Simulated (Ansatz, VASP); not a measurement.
Zn2S in VASP and in Ansatz

INCAR

```
PREC = Accurate ; ENCUT = 500
EDIFF = 1E-6 ; ISMEAR = 0
SIGMA = 0.1 ; LREAL = F
LASPH = T ; NELM = 120
ALGO = Normal ; ISIF = 2
LWAVE = F ; LCHARG = F
GGA = PE ; NBANDS = 22
GGA_COMPAT = F
```

KPOINTS

```
regular mesh
0
Gamma
  6 6 6
```

File POSCAR:

```
Zn2S
1.0
    4.4871664252      0.0000000000      0.0000000000
   -2.2435832126      3.8860001153      0.0000000000
    0.0000000000      0.0000000000      2.8524492948
Zn S
2 1
Direct
    0.3333333333      0.6666666667      0.5000000000
    0.6666666667      0.3333333333      0.5000000000
    0.0000000000      0.0000000000      0.0000000000
```

Input for Ansatz:

```yaml
crystal:
  lattice:
    - [4.4871664252, 0.0, 0.0]
    - [-2.2435832126, 3.8860001153, 0.0]
    - [0.0, 0.0, 2.8524492948]
  atoms:
    - { symbol: Zn, position: [0.3333333333, 0.6666666667, 0.5] }
    - { symbol: Zn, position: [0.6666666667, 0.3333333333, 0.5] }
    - { symbol: S, position: [0.0, 0.0, 0.0] }
basis:
  ecutwfc: 420
kpoints:
  mp_grid: { grid: [6, 6, 6] }
hamiltonian:
  xc: pbe
scf:
  occupations: { method: gaussian, width: 0.1 }
  lower_state_search: "off"
output:
  forces: true
  stress: true
  eigenvalues: true
```

Alike in both runs: task single point; functional PBE; k mesh 6 × 6 × 6; occupations gaussian, width 0.1 eV; no spin polarisation.

```csv
,VASP,Ansatz
version,VASP 6.6.1,Ansatz 0.2.0
potentials or method,"VASP PAW PBE potentials, release 64 (Zn, S), cutoff 500 eV","scalar-relativistic, plane waves, PAW"
valence electrons in the cell,30,30
```

```tsv
	VASP	Ansatz	Ansatz less VASP
gap on the k mesh at the Fermi level (eV)	none	none	-
pressure (GPa)	2.7	2.6	-0.11
traceless stress, the component that is largest in VASP (GPa)	0.34	0.44	+0.099
```

A gap of «none» marks a metal or a gap that the smearing closes.

The k mesh is coarse, so the values compare programs but aren't converged.
